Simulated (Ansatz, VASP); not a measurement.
# Ti3Pb2O2: VASP beside Ansatz

```
Ti Pb O
1.0
     2.95399    1.70549    4.80012
    -2.95399    1.70549    4.80012
     0.00000   -3.41098    4.80012
Ti Pb O
3 2 2
Direct
  0.50000 0.00000 0.00000
  0.00000 0.00000 0.50000
  0.00000 0.50000 0.00000
  0.00000 0.00000 0.00000
  0.50000 0.50000 0.50000
  0.76745 0.76745 0.76745
  0.23255 0.23255 0.23255
```

Change from the starting cell: species swapped into the Ni3Pb2S2 type (R-3m, No. 166).

Alike in both runs: functional PBE; k mesh 4 × 4 × 4; occupations gaussian, width 0.2 eV; collinear spin.

Ansatz relaxed the structure, and its values are those at the end. VASP's run is a single point on that final structure, the one shown.

```csv
,VASP,Ansatz
version,VASP 6.6.1,Ansatz 0.2.0
potentials or method,"VASP PAW PBE potentials, release 64 (Ti_sv, Pb_d, O), cutoff 520 eV","scalar-relativistic, plane waves, PAW"
valence electrons in the cell,76,76
```

```tsv
	VASP	Ansatz	Ansatz less VASP
gap on the k mesh at the Fermi level (eV)	none	none	-
pressure (GPa)	0.5	0.3	-0.15
rms of the force components (eV/Å)	0.013	0.008	-0.0049
net moment per atom (μB)	0.00	0.00	0.000
```

A gap of «none» marks a metal or a gap that the smearing closes. Ansatz's warnings: seeded moment not kept.

Neither program's run includes spin-orbit coupling.
